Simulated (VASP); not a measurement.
# BaTiO3 in VASP: notebook

Runs on BaTiO3. Level: PBEsol. Tasks: single point.

All numbers are computed with VASP 6.6.1; they aren't measurements. Logs are shortened: lines on timing, memory, paths and dates and some standing lists are left out, and cuts for length are marked.

**1. The cell of the first run**

It takes space group Pm-3m (No. 221, cubic). The conventional cell has a = 4.006 Å, b = 4.006 Å, c = 4.006 Å, α = 90.00°, β = 90.00°, γ = 90.00°. Ba (site symmetry m-3m) has 12 O at 2.83 Å and 8 Ti at 3.47 Å within 3.7 Å. Ti (site symmetry m-3m) has 6 O at 2.00 Å within 2.7 Å. Within 2.7 Å of O (site symmetry 4/mmm) lie 2 Ti at 2.00 Å.

**2. Single point, PBEsol**

INCAR reads:

```
SYSTEM = BaTiO3
ALGO = Normal
EDIFF = 1E-6
ENCUT = 520
GGA = PS
ISIF = 2
ISMEAR = 0
LASPH = .TRUE.
LCHARG = .FALSE.
LREAL = .FALSE.
LWAVE = .FALSE.
NBANDS = 28
NELM = 60
PREC = Accurate
SIGMA = 0.05
```

KPOINTS reads:

```
k-points
0
G
  6 6 6
  0 0 0
```

POSCAR reads:

```
BaTiO3
1.0
    4.0060000000      0.0000000000      0.0000000000
    0.0000000000      4.0060000000      0.0000000000
    0.0000000000      0.0000000000      4.0060000000
Ba Ti O
1 1 3
Direct
    0.5000000000      0.5000000000      0.5000000000
    0.0000000000      0.0000000000      0.0000000000
    0.5000000000      0.0000000000      0.0000000000
    0.0000000000      0.5000000000      0.0000000000
    0.0000000000      0.0000000000      0.5000000000
```

Potentials or basis: VASP PAW PBE potentials, release 64 (Ba_sv, Ti_sv, O).

On the command line:

```console
> cat potpaw_PBE.64/Ba_sv/POTCAR potpaw_PBE.64/Ti_sv/POTCAR potpaw_PBE.64/O/POTCAR > POTCAR
> mpirun -np 1 vasp_std > vasp.out
```

OUTCAR:

```text
SYSTEM = BaTiO3
   EDIFF = 1E-6
   ENCUT = 520
   GGA = PS
   ISIF = 2
   ISMEAR = 0
   LASPH = .TRUE.
   LREAL = .FALSE.
   NELM = 60
   PREC = Accurate

 ion  position               nearest neighbor table
   1  0.500  0.500  0.500-   3 2.83   4 2.83   5 2.83   3 2.83   4 2.83   3 2.83   5 2.83   3 2.83
                             4 2.83   5 2.83   4 2.83   5 2.83   2 3.47   2 3.47   2 3.47   2 3.47
   2  0.000  0.000  0.000-   3 2.00   4 2.00   5 2.00   5 2.00   4 2.00   3 2.00   1 3.47   1 3.47
                             1 3.47   1 3.47   1 3.47   1 3.47   1 3.47   1 3.47
   3  0.500  0.000  0.000-   2 2.00   2 2.00   1 2.83   1 2.83   1 2.83   1 2.83
   4  0.000  0.500  0.000-   2 2.00   2 2.00   1 2.83   1 2.83   1 2.83   1 2.83
   5  0.000  0.000  0.500-   2 2.00   2 2.00   1 2.83   1 2.83   1 2.83   1 2.83

  LATTYP: Found a simple cubic cell.
 ALAT       =     4.0060000000

  Lattice vectors:

 A1 = (   4.0060000000,   0.0000000000,   0.0000000000)
 A2 = (   0.0000000000,   4.0060000000,   0.0000000000)
 A3 = (   0.0000000000,   0.0000000000,   4.0060000000)

Analysis of symmetry for initial positions (statically):
=====================================================================
 Subroutine PRICEL returns:
 Original cell was already a primitive cell.

 Routine SETGRP: Setting up the symmetry group for a
 simple cubic supercell.

 Subroutine GETGRP returns: Found 48 space group operations
 (whereof 48 operations were pure point group operations)
 out of a pool of 48 trial point group operations.

The static configuration has the point symmetry O_h .

Analysis of symmetry for dynamics (positions and initial velocities):
=====================================================================
 Subroutine PRICEL returns:
 Original cell was already a primitive cell.

 Routine SETGRP: Setting up the symmetry group for a
 simple cubic supercell.

 Subroutine GETGRP returns: Found 48 space group operations
 (whereof 48 operations were pure point group operations)
 out of a pool of 48 trial point group operations.

The dynamic configuration has the point symmetry O_h .

 Subroutine INISYM returns: Found 48 space group operations
 (whereof 48 operations are pure point group operations),
 and found     1 'primitive' translations

----------------------------------------------------------------------------------------

                                     Primitive cell

  volume of cell :      64.2884

  direct lattice vectors                    reciprocal lattice vectors
     4.006000000  0.000000000  0.000000000     0.249625562  0.000000000  0.000000000
     0.000000000  4.006000000  0.000000000     0.000000000  0.249625562  0.000000000
     0.000000000  0.000000000  4.006000000     0.000000000  0.000000000  0.249625562

  length of vectors
     4.006000000  4.006000000  4.006000000     0.249625562  0.249625562  0.249625562

  position of ions in fractional coordinates (direct lattice)
     0.500000000  0.500000000  0.500000000
     0.000000000  0.000000000  0.000000000
     0.500000000  0.000000000  0.000000000
     0.000000000  0.500000000  0.000000000
     0.000000000  0.000000000  0.500000000

  ion indices of the primitive-cell ions
   primitive index   ion index
                 1           1
                 2           2
                 3           3
                 4           4
                 5           5

----------------------------------------------------------------------------------------

 KPOINTS: k-points

Automatic generation of k-mesh.
 Grid dimensions read from file:
 generate k-points for:    6    6    6

 Generating k-lattice:

  Cartesian coordinates                     Fractional coordinates (reciprocal lattice)
     0.041604260  0.000000000  0.000000000     0.166666667  0.000000000  0.000000000
     0.000000000  0.041604260  0.000000000     0.000000000  0.166666667  0.000000000
     0.000000000  0.000000000  0.041604260     0.000000000  0.000000000  0.166666667

  Length of vectors
     0.041604260  0.041604260  0.041604260

  Shift w.r.t. Gamma in fractional coordinates (k-lattice)
     0.000000000  0.000000000  0.000000000

 Subroutine IBZKPT returns following result:
 ===========================================

 Found     20 irreducible k-points:

 Following reciprocal coordinates:
            Coordinates               Weight
  0.000000  0.000000  0.000000      1.000000
  0.166667  0.000000  0.000000      6.000000
  0.333333  0.000000  0.000000      6.000000
  0.500000  0.000000  0.000000      3.000000
  0.166667  0.166667  0.000000     12.000000
  0.333333  0.166667  0.000000     24.000000
[... 12 lines left out ...]
  0.500000  0.500000  0.333333      6.000000
  0.500000  0.500000  0.500000      1.000000
   k-points           NKPTS =     20   k-points in BZ     NKDIM =     20   number of bands    NBANDS=     28
   number of dos      NEDOS =    301   number of ions     NIONS =      5
   total plane-waves  NPLWV =  27000
   dimension x,y,z NGX =    30 NGY =   30 NGZ =   30
   dimension x,y,z NGXF=    60 NGYF=   60 NGZF=   60
   ions per type =               1   1   3
   NGX,Y,Z   is equivalent  to a cutoff of  12.45, 12.45, 12.45 a.u.
   NGXF,Y,Z  is equivalent  to a cutoff of  24.90, 24.90, 24.90 a.u.
 SYSTEM =  BaTiO3
   PREC   = accura    normal or accurate (medium, high low for compatibility)
   ISTART =      0    job   : 0-new  1-cont  2-samecut
   ICHARG =      2    charge: 1-file 2-atom 10-const
   ISPIN  =      1    spin polarized calculation?
   LNONCOLLINEAR =      F non collinear calculations
   LSORBIT =      F    spin-orbit coupling
   LASPH  =      T    aspherical Exc in radial PAW
   ENCUT  =  520.0 eV  38.22 Ry    6.18 a.u.   7.45  7.45  7.45*2*pi/ulx,y,z
   NELM   =     60;   NELMIN=  2; NELMDL= -5     # of ELM steps
   EDIFF  = 0.1E-05   stopping-criterion for ELM
   LREAL  =      F    real-space projection
   EDIFFG = 0.1E-04   stopping-criterion for IOM
   NSW    =      0    number of steps for IOM
   IBRION =     -1    ionic relax: 0-MD 1-quasi-New 2-CG
   NFREE  =      0    steps in history (QN), initial steepest desc. (CG)
   ISIF   =      2    stress and relaxation
   ISYM   =      2    0-nonsym 1-usesym 2-fastsym
   POTIM  = 0.5000    time-step for ionic-motion
   TEBEG  =    0.0;   TEEND  =   0.0 temperature during run
   PSTRESS=    0.0 pullay stress
   NELECT =      40.0000    total number of electrons
   NUPDOWN=      -1.0000    fix difference up-down
   EMIN   =  10.00;   EMAX   =-10.00  energy-range for DOS
   EFERMI =   0.00;   METHOD = LEGACY
   ISMEAR =     0;   SIGMA  =   0.05  broadening in eV -4-tet -1-fermi 0-gaus
   EFERMI_NEDOS =   21; number of points for ismear=-14 and -15
   IALGO  =     38    algorithm
   IMIX   =      4    mixing-type and parameters
     AMIX     =   0.40;   BMIX     =  1.00
     AMIX_MAG =   1.60;   BMIX_MAG =  1.00
  volume/ion in A,a.u.               =      12.86        86.77
  Fermi-wavevector in a.u.,A,eV,Ry     =   1.397603  2.641087 26.576187  1.953295
  Thomas-Fermi vector in A             =   2.520843
   LORBIT       =      0    0 simple, 1 ext, 2 COOP (PROOUT), +10 PAW based schemes
   GGA     = PS    functional components
   LHFCALC =     F    Hartree Fock is set to
   AEXX    =    0.0000 exact exchange contribution
   IVDW    =     0    specifies the selected vdW correction
   LEPSILON=     F    determine dielectric tensor
   LRPA    =     F    only Hartree local field effects (RPA)
 non-spin polarized calculation
 Gauss-broadening in eV      SIGMA  =   0.05
  energy-cutoff  :      520.00
  volume of cell :       64.29
 maximum number of plane-waves:      1755
 NGX is ok and might be reduce to    30
   NGX = 15   NGY = 15   NGZ = 15

 number of electron      39.9999976 magnetization

 Free energy of the ion-electron system (eV)
  ---------------------------------------------------
  ext. energy  EPLUGINS =         0.00000000
  ---------------------------------------------------
  free energy    TOTEN  =       -41.97308377 eV

  energy without entropy =      -41.97308377  energy(sigma->0) =      -41.97308377

 E-fermi :   3.9749     XC(G=0): -11.5040

 val. band max:        3.6706094243   @ k =   0.5000   0.5000   0.5000
 cond. band min:       5.3639559526   @ k =   0.0000   0.0000   0.0000
 fundamental gap:      1.6933465283
 Fermi energy:         3.9748616160

 k-point     1 :       0.0000    0.0000    0.0000
  band No.  band energies     occupation
      1     -52.7121      2.00000
      2     -29.0341      2.00000
      3     -29.0341      2.00000
      4     -29.0341      2.00000
      5     -21.0938      2.00000
      6     -13.1387      2.00000
[... 20 lines left out ...]
     27       8.5822      0.00000
     28      10.8275      0.00000

 k-point     2 :       0.1667    0.0000    0.0000
  band No.  band energies     occupation
      1     -52.7118      2.00000
      2     -29.0474      2.00000
      3     -29.0336      2.00000
      4     -29.0336      2.00000
      5     -21.0641      2.00000
      6     -13.1604      2.00000
[... 20 lines left out ...]
     27       9.1228      0.00000
     28      11.4920      0.00000

 k-point     3 :       0.3333    0.0000    0.0000
  band No.  band energies     occupation
      1     -52.7113      2.00000
      2     -29.0739      2.00000
      3     -29.0325      2.00000
      4     -29.0325      2.00000
      5     -21.0034      2.00000
      6     -13.2871      2.00000
[... 20 lines left out ...]
     27      10.3804      0.00000
     28      11.8873      0.00000

 k-point     4 :       0.5000    0.0000    0.0000
  band No.  band energies     occupation
      1     -52.7110      2.00000
      2     -29.0870      2.00000
      3     -29.0320      2.00000
      4     -29.0320      2.00000
      5     -20.9724      2.00000
      6     -13.3723      2.00000
[... 454 lines left out ...]
     27      11.2754      0.00000
     28      11.3651      0.00000

 k-point    19 :       0.5000    0.5000    0.3333
  band No.  band energies     occupation
      1     -52.7092      2.00000
      2     -29.0816      2.00000
      3     -29.0816      2.00000
      4     -29.0684      2.00000
      5     -20.8441      2.00000
      6     -12.3592      2.00000
[... 20 lines left out ...]
     27      11.0066      0.00000
     28      11.3617      0.00000

 k-point    20 :       0.5000    0.5000    0.5000
  band No.  band energies     occupation
      1     -52.7090      2.00000
      2     -29.0810      2.00000
      3     -29.0810      2.00000
      4     -29.0810      2.00000
      5     -20.8270      2.00000
      6     -12.2099      2.00000
[... 20 lines left out ...]
     27      11.3618      0.00000
     28      11.3618      0.00000

------------------------ aborting loop because EDIFF is reached ----------------------------------------

  FORCE on cell =-STRESS in cart. coord.  units (eV):
  Direction    XX          YY          ZZ          XY          YZ          ZX
  --------------------------------------------------------------------------------------
  -------------------------------------------------------------------------------------
  Total       -1.1277981     -1.1277981     -1.1277981     -0.0000000     -0.0000000     -0.0000000
  in kB      -28.1066516    -28.1066516    -28.1066516     -0.0000000     -0.0000000     -0.0000000
  external PRESSURE =     -28.1066516 kB  Pullay stress =       0.0000000 kB

 VOLUME and BASIS-vectors are now :
 -----------------------------------------------------------------------------
  energy-cutoff  :      520.00
  volume of cell :       64.29
      direct lattice vectors                 reciprocal lattice vectors
     4.006000000  0.000000000  0.000000000     0.249625562  0.000000000  0.000000000
     0.000000000  4.006000000  0.000000000     0.000000000  0.249625562  0.000000000
     0.000000000  0.000000000  4.006000000     0.000000000  0.000000000  0.249625562

 POSITION                                       TOTAL-FORCE (eV/Angst)
 -----------------------------------------------------------------------------------
      2.00300      2.00300      2.00300         0.000000      0.000000      0.000000
      0.00000      0.00000      0.00000         0.000000      0.000000      0.000000
      2.00300      0.00000      0.00000         0.000000      0.000000      0.000000
      0.00000      2.00300      0.00000         0.000000      0.000000      0.000000
      0.00000      0.00000      2.00300         0.000000      0.000000      0.000000
 -----------------------------------------------------------------------------------
    total drift:                                0.000000     -0.000000      0.000000

  FREE ENERGIE OF THE ION-ELECTRON SYSTEM (eV)
  ---------------------------------------------------
  free  energy   TOTEN  =       -41.9730837688 eV

  energy  without entropy=      -41.9730837688  energy(sigma->0) =      -41.97308377
```

Run time: 52 s. Hardware: 1 thread of Intel Xeon 8259CL, shared host; peak memory 0.19 GiB.

What came out:

```
Free energy            : -41.9731 eV
Pressure               : -2.8 GPa
Band gap on the k mesh : 1.69 eV (least direct gap 1.84 eV)
```

Caveat: the PAW data sets were made with another functional, which shifts forces and pressure a little; spin-orbit coupling is left out, which moves the levels of the heavy elements. PBEsol gaps usually lie below the measured ones, often by a third to a half.

(Continued in part 2 of 2.)
